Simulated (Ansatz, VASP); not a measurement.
# Two plane-wave programs on ScTeAs3

INCAR

```
SYSTEM = ScTeAs3
ALGO     = Normal         ! electronic algorithm
EDIFF    = 1E-6           ! SCF threshold, eV
EDIFFG   = -0.01          ! ionic threshold
ENCUT    = 600            ! plane-wave cutoff, eV
GGA      = PE             ! functional
IBRION   = 2              ! ionic algorithm
ISIF     = 3              ! what is computed and relaxed
ISMEAR   = 0              ! smearing method
LASPH    = .TRUE.         ! aspherical terms in the spheres
LCHARG   = .FALSE.        ! write CHGCAR
LREAL    = .FALSE.        ! projectors in reciprocal space
LWAVE    = .FALSE.        ! write WAVECAR
NELM     = 80             ! most SCF steps
NSW      = 100            ! ionic steps
PREC     = Accurate       ! precision mode
SIGMA    = 0.1            ! smearing width, eV
```

File KPOINTS:

```
k-points
0
G
  8 8 8
  0 0 0
```

File POSCAR:

```
ScTeAs3
1.0
    5.2412475279      0.0000000000      0.0000000000
    0.0000000000      5.2412475279      0.0000000000
    0.0000000000      0.0000000000      5.2412475279
Sc Te As
1 1 3
Direct
    0.5000000000      0.5000000000      0.5000000000
    0.0000000000      0.0000000000      0.0000000000
    0.5000000000      0.0000000000      0.0000000000
    0.0000000000      0.5000000000      0.0000000000
    0.0000000000      0.0000000000      0.5000000000
```

Input for Ansatz:

```yaml
crystal:
  lattice:
    - [5.2412475279, 0.0, 0.0]
    - [0.0, 5.2412475279, 0.0]
    - [0.0, 0.0, 5.2412475279]
  atoms:
    - { symbol: Sc, position: [0.5, 0.5, 0.5] }
    - { symbol: Te, position: [0.0, 0.0, 0.0] }
    - { symbol: As, position: [0.5, 0.0, 0.0] }
    - { symbol: As, position: [0.0, 0.5, 0.0] }
    - { symbol: As, position: [0.0, 0.0, 0.5] }
basis:
  ecutwfc: 420
kpoints:
  mp_grid: { grid: [8, 8, 8] }
hamiltonian:
  xc: pbe
scf:
  occupations: { method: gaussian, width: 0.1 }
output:
  forces: true
  stress: true
  eigenvalues: true
relax:
  adjacent_minimum: "off"
  f_tol: 0.01
  max_steps: 80
  cell: { stress_tol: 0.05 }
```

Alike in both runs: task relaxation of cell and atoms; functional PBE; k mesh 8 × 8 × 8; occupations gaussian, width 0.1 eV; no spin polarisation.

|  | VASP | Ansatz |
| --- | --- | --- |
| version | VASP 6.6.1 | Ansatz 0.2.0 |
| potentials or method | VASP PAW PBE potentials, release 64 (Sc_sv, Te, As), cutoff 600 eV | scalar-relativistic, plane waves, PAW |
| valence electrons in the cell | 32 | 72 |

Ansatz gave:

```
gap on the k mesh at the Fermi level, each at its own relaxed structure (eV) : none
relaxed volume (Å³/atom)                                                     : 28.34
relaxed length of the cell vector where the two differ most in proportion (Å)              : 5.214
```

Task: Estimate VASP's values.

Result: gap on the k mesh at the Fermi level, each at its own relaxed structure (eV): none; relaxed volume (Å³/atom): 28.41; relaxed length of the cell vector where the two differ most in proportion (Å): 5.218.

A gap of «none» marks a metal or a gap that the smearing closes. VASP's potentials hold 32 valence electrons a cell and Ansatz's 72, so a difference there can come from the potentials and not from the codes.

Spin-orbit coupling is off throughout.
